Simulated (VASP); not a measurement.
# CuI (P6_3/mmc) in VASP: further runs, part 2 of 2

VASP 6.6.1. Earlier steps stand in the parts before.

### Step 3. Single point, PBE

This run uses another cell than the first one, of 33.78 Å³/atom, 1.124 times its volume.

INCAR

```
SYSTEM = CuI
ALGO = Normal
EDIFF = 1E-6
ENCUT = 520
GGA = PE
ISIF = 2
ISMEAR = -1
LASPH = .True.
LCHARG = .False.
LREAL = .False.
LWAVE = .False.
NBANDS = 26
NELM = 100
PREC = Accurate
SIGMA = 0.02
```

KPOINTS

```
k-points
0
Gamma
  6 6 4
  0 0 0
```

POSCAR

```
CuI
1.0
    4.3900976535      0.0000000000      0.0000000000
   -2.1950488267      3.8019360930      0.0000000000
    0.0000000000      0.0000000000      8.0957259507
Cu I
2 2
Direct
    0.3333333333      0.6666666667      0.2500000000
    0.6666666667      0.3333333333      0.7500000000
    0.6666666667      0.3333333333      0.2500000000
    0.3333333333      0.6666666667      0.7500000000
```

Potentials or basis: VASP PAW PBE potentials, release 64 (Cu, I).

Started as:

```
cat potpaw_PBE.64/Cu/POTCAR potpaw_PBE.64/I/POTCAR > POTCAR
mpirun -np 1 vasp_std > vasp.out
```

OUTCAR:

```text
SYSTEM = CuI
   EDIFF = 1E-6
   ENCUT = 520
   GGA = PE
   ISIF = 2
   ISMEAR = -1
   LASPH = .True.
   LREAL = .False.
   NELM = 100
   PREC = Accurate

 ion  position               nearest neighbor table
   1  0.333  0.667  0.250-   3 2.53   3 2.53   3 2.53
   2  0.667  0.333  0.750-   4 2.53   4 2.53   4 2.53
   3  0.667  0.333  0.250-   1 2.53   1 2.53   1 2.53
   4  0.333  0.667  0.750-   2 2.53   2 2.53   2 2.53

  LATTYP: Found a hexagonal cell.
 ALAT       =     4.3900976535
 C/A-ratio  =     1.8440878973

  Lattice vectors:

 A1 = (   4.3900976535,   0.0000000000,   0.0000000000)
 A2 = (  -2.1950488267,   3.8019360930,   0.0000000000)
 A3 = (   0.0000000000,   0.0000000000,   8.0957259507)

Analysis of symmetry for initial positions (statically):
=====================================================================
 Subroutine PRICEL returns:
 Original cell was already a primitive cell.

 Routine SETGRP: Setting up the symmetry group for a
 hexagonal supercell.

 Subroutine GETGRP returns: Found 24 space group operations
 (whereof 12 operations were pure point group operations)
 out of a pool of 24 trial point group operations.

[... 165 lines left out ...]

 val. band max:        2.6652105689   @ k =   0.0000   0.0000   0.0000
 cond. band min:       3.8283926835   @ k =   0.0000   0.0000   0.0000
 fundamental gap:      1.1631821146
 Fermi energy:         3.1110821070

 k-point     1 :       0.0000    0.0000    0.0000
  band No.  band energies     occupation
      1     -10.8616      2.00000
      2     -10.6998      2.00000
      3      -1.2603      2.00000
      4      -1.2603      2.00000
      5      -1.2030      2.00000
      6      -1.2030      2.00000
[... 598 lines left out ...]
     25      10.1928      0.00000
     26      10.1928      0.00000

------------------------ aborting loop because EDIFF is reached ----------------------------------------

  FORCE on cell =-STRESS in cart. coord.  units (eV):
  Direction    XX          YY          ZZ          XY          YZ          ZX
  --------------------------------------------------------------------------------------
  -------------------------------------------------------------------------------------
  Total        0.0527405      0.0527405      0.0072220      0.0000000     -0.0000000      0.0000000
  in kB        0.6253450      0.6253450      0.0856309      0.0000000     -0.0000000      0.0000000
  external PRESSURE =       0.4454403 kB  Pullay stress =       0.0000000 kB

 VOLUME and BASIS-vectors are now :
 -----------------------------------------------------------------------------
  energy-cutoff  :      520.00
  volume of cell :      135.12
      direct lattice vectors                 reciprocal lattice vectors
     4.390097653  0.000000000  0.000000000     0.227785366  0.131511942  0.000000000
    -2.195048827  3.801936093  0.000000000     0.000000000  0.263023885  0.000000000
     0.000000000  0.000000000  8.095725951     0.000000000  0.000000000  0.123521968

 POSITION                                       TOTAL-FORCE (eV/Angst)
 -----------------------------------------------------------------------------------
     -0.00000      2.53462      2.02393         0.000000      0.000000      0.000000
      2.19505      1.26731      6.07179         0.000000     -0.000000      0.000000
      2.19505      1.26731      2.02393        -0.000000     -0.000000     -0.000000
     -0.00000      2.53462      6.07179         0.000000      0.000000     -0.000000
 -----------------------------------------------------------------------------------
    total drift:                                0.000000      0.000000      0.000000

  FREE ENERGIE OF THE ION-ELECTRON SYSTEM (eV)
  ---------------------------------------------------
  free  energy   TOTEN  =       -10.8302548420 eV

  energy  without entropy=      -10.8302548420  energy(sigma->0) =      -10.83025484
```

Run time: 75 s. Hardware: 1 thread of Intel Xeon Platinum 8488C (Sapphire Rapids), shared host; peak memory 0.29 GiB.

What came out:

```yaml
Free_energy: -10.8303 eV
Pressure: 0.0 GPa
Band_gap_on_the_k_mesh: 1.16 eV, direct
```

Caveat: spin-orbit coupling is left out, which moves the levels of the heavy elements. A hybrid or GW would open this gap; PBE tends to underestimate it.

### Step 4. Single point, r2SCAN

POSCAR

```
CuI
1.0
    4.3755374598      0.0000000000      0.0000000000
   -2.1877687299      3.7893265954      0.0000000000
    0.0000000000      0.0000000000      7.2537939909
Cu I
2 2
Direct
    0.3333333333      0.6666666667      0.2500000000
    0.6666666667      0.3333333333      0.7500000000
    0.6666666667      0.3333333333      0.2500000000
    0.3333333333      0.6666666667      0.7500000000
```

INCAR.step1

```
ALGO = Normal ; EDIFF = 1E-4
ENCUT = 520 ; GGA = PE
ISMEAR = -1 ; LASPH = T
LCHARG = F ; LREAL = F
LWAVE = T ; NBANDS = 26
NELM = 80 ; PREC = Accurate
SIGMA = 0.02
```

INCAR.step2

```
ALGO = Normal ; EDIFF = 1E-6
ENCUT = 520 ; ISIF = 2
ISMEAR = -1 ; ISTART = 1
LASPH = T ; LCHARG = T
LELF = T ; LMIXTAU = T
LREAL = F ; LVHAR = T
LWAVE = F ; METAGGA = R2SCAN
NBANDS = 26 ; NELM = 80
PREC = Accurate ; SIGMA = 0.02
```

KPOINTS

```
k-points
0
Gamma
  6 6 4
```

Started as:

```
cat potpaw_PBE.64/Cu/POTCAR potpaw_PBE.64/I/POTCAR > POTCAR
cp INCAR.step1 INCAR
mpirun -np 1 vasp_std > vasp.out
cp INCAR.step2 INCAR
mpirun -np 1 vasp_std > vasp.out
```

It took 3.2 min on 1 thread of Intel Xeon Platinum 8488C (Sapphire Rapids), shared host; peak memory 0.3 GiB.

The run converged. Its results:

| Property | Result |
| --- | --- |
| Free energy | -71.2326 eV |
| Pressure | -0.1 GPa |
| Band gap on the k mesh | 1.66 eV, direct |

Levels at points of the mesh, in eV from the valence-band top:
```csv
k point,band 15,band 16,band 17,band 18,band 19,band 20,band 21,band 22
"(0.00, 0.00, 0.00)",-0.24,-0.24,0.00,0.00,1.66,1.67,5.17,5.17
"(0.50, 0.00, 0.00)",-1.51,-1.35,-1.31,-0.98,2.61,3.42,4.04,5.83
"(0.00, 0.00, 0.50)",-0.12,-0.12,-0.12,-0.12,2.13,2.13,5.41,5.41
"(0.50, 0.00, 0.50)",-1.42,-1.42,-0.89,-0.89,3.07,3.07,3.70,3.70
```

Caveat: the PAW data sets were made with another functional, which shifts forces and pressure a little; spin-orbit coupling is left out, which moves the levels of the heavy elements. r2SCAN opens gaps a little over a GGA but as a rule still falls short of measured ones.

### Step 5. Single point, r2SCAN

POSCAR is that of step 4.

INCAR.step1

```
SYSTEM = CuI
PREC = Accurate
ENCUT = 520
ISMEAR = 0
SIGMA = 0.01
LREAL = .FALSE.
LASPH = .TRUE.
NELM = 100
NBANDS = 26
GGA = PE
ALGO = Normal
EDIFF = 1E-4
LWAVE = .TRUE.
LCHARG = .FALSE.
```

INCAR.step2

```
SYSTEM = CuI
PREC = Accurate
ENCUT = 520
EDIFF = 1E-6
ISMEAR = 0
SIGMA = 0.01
LREAL = .FALSE.
LASPH = .TRUE.
NELM = 100
ALGO = Normal
ISIF = 2
LWAVE = .FALSE.
LCHARG = .FALSE.
METAGGA = R2SCAN
LMIXTAU = .TRUE.
NBANDS = 26
ISTART = 1
```

KPOINTS

```
Automatic mesh
0
G
  6 6 4
  0 0 0
```

Started as:

```
cat potpaw_PBE.64/Cu/POTCAR potpaw_PBE.64/I/POTCAR > POTCAR
cp INCAR.step1 INCAR
mpirun -np 1 vasp_std > vasp.out
cp INCAR.step2 INCAR
mpirun -np 1 vasp_std > vasp.out
```

It took 2.5 min on 1 thread of Intel Xeon Platinum 8488C (Sapphire Rapids), shared host; peak memory 0.3 GiB.

The run converged. Its results:

```
Free energy            : -71.2326 eV
Pressure               : -0.1 GPa
Band gap on the k mesh : 1.66 eV, direct
```

Levels at points of the mesh, in eV from the valence-band top:
```
           k point  band 16  band 17  band 18  band 19  band 20  band 21
(0.00, 0.00, 0.00)    -0.24     0.00     0.00     1.66     1.67     5.17
(0.50, 0.00, 0.00)    -1.35    -1.31    -0.98     2.61     3.42     4.04
(0.00, 0.00, 0.50)    -0.12    -0.12    -0.12     2.13     2.13     5.41
(0.50, 0.00, 0.50)    -1.42    -0.89    -0.89     3.07     3.07     3.70
```

Caveat: the PAW data sets were made with another functional, which shifts forces and pressure a little; spin-orbit coupling is left out, which moves the levels of the heavy elements. A k mesh can miss the band edges.

### Step 6. Summary

```csv
level,potentials or basis,cell,smearing,gap on the mesh (eV),pressure (GPa)
LDA,"VASP PAW LDA potentials, release 64 (Cu, I)","a = 4.376, b = 4.376, c = 7.254 Å, angles 90.0, 90.0, 120.0°, 4 atoms",gaussian 0.01 eV,1.09,-3.1
PBE,"VASP PAW PBE potentials, release 64 (Cu, I)","a = 4.390, b = 4.390, c = 8.096 Å, angles 90.0, 90.0, 120.0°, 4 atoms",fermi-dirac 0.02 eV,1.16,0.0
r2SCAN,"VASP PAW PBE potentials, release 64 (Cu, I)","a = 4.376, b = 4.376, c = 7.254 Å, angles 90.0, 90.0, 120.0°, 4 atoms",fermi-dirac 0.02 eV,1.66,-0.1
r2SCAN,"VASP PAW PBE potentials, release 64 (Cu, I)","a = 4.376, b = 4.376, c = 7.254 Å, angles 90.0, 90.0, 120.0°, 4 atoms",gaussian 0.01 eV,1.66,-0.1
```

Alike in all rows: task single point; no spin polarisation; k mesh 6 × 6 × 4; cutoff (eV) 520.

Caveats: spin-orbit coupling is left out, which moves the levels of the heavy elements; the PAW data sets were made with another functional, which shifts forces and pressure a little (some runs).

Absolute energies hang on the potentials; compare differences alone.
